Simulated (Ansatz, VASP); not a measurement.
# Ir: VASP beside Ansatz

```
Ir
1.0
     0.00000    1.82338    1.96980
     1.82338    0.00000    1.96980
     1.82338    1.82338    0.00000
Ir
1
Direct
  0.00000 0.00000 0.00000
```

Alike in both runs: task single point; functional LDA; k mesh 22 × 22 × 22; occupations gaussian, width 0.15 eV; no spin polarisation.

```csv
,VASP,Ansatz
version,VASP 6.6.1,Ansatz 0.2.0
potentials or method,"VASP PAW LDA potentials, release 64 (Ir_sv_GW), cutoff 500 eV","scalar-relativistic, plane waves, PAW"
valence electrons in the cell,17,17
```

|  | VASP | Ansatz | Ansatz less VASP |
| --- | --- | --- | --- |
| gap on the k mesh at the Fermi level (eV) | none | none | - |
| pressure (GPa) | 25.7 | 27.4 | +1.70 |
| traceless stress, the component that is largest in VASP (GPa) | -24.35 | -24.38 | -0.035 |

Ansatz warns that its potentials were made for another functional, while VASP's fit it. LDA's correlation is that of Perdew and Zunger in VASP and of Perdew and Wang (1992) in Ansatz. A gap of «none» marks a metal or a gap that the smearing closes.

Neither program's run includes spin-orbit coupling.
